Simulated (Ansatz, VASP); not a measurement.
**Rh: VASP beside Ansatz**

```xyz
1
Lattice="0.0000 1.9966 1.9491 1.9966 0.0000 1.9491 1.9966 1.9966 0.0000" Properties=species:S:1:pos:R:3 pbc="T T T"
Rh    0.0000    0.0000    0.0000
```

Change from the starting cell: strain +0.050 along x and y, +0.025 along z, atoms carried along.

Alike in both runs: task single point; functional LDA; k mesh 22 × 22 × 22; occupations gaussian, width 0.15 eV; no spin polarisation.

|  | VASP | Ansatz |
| --- | --- | --- |
| version | VASP 6.6.1 | Ansatz 0.2.0 |
| potentials or method | VASP PAW LDA potentials, release 64 (Rh_pv), cutoff 520 eV | scalar-relativistic, plane waves, PAW |
| valence electrons in the cell | 15 | 17 |

VASP gave:

| Item | Value |
| --- | --- |
| gap on the k mesh at the Fermi level (eV) | none |
| pressure (GPa) | -33.1 |
| traceless stress, the component that is largest in VASP (GPa) | 2.67 |

Q: Which values does Ansatz return?

A: gap on the k mesh at the Fermi level (eV): none; pressure (GPa): -33.7; traceless stress, the component that is largest in VASP (GPa): 2.68.

LDA's correlation is that of Perdew and Zunger in VASP and of Perdew and Wang (1992) in Ansatz. A gap of «none» marks a metal or a gap that the smearing closes. Both programs put the cell under strong tension, so it lies far from rest at this level. VASP's potentials hold 15 valence electrons a cell and Ansatz's 17, so a difference there can come from the potentials and not from the codes.

Noted on VASP's run: the cell as given lies far from equilibrium.
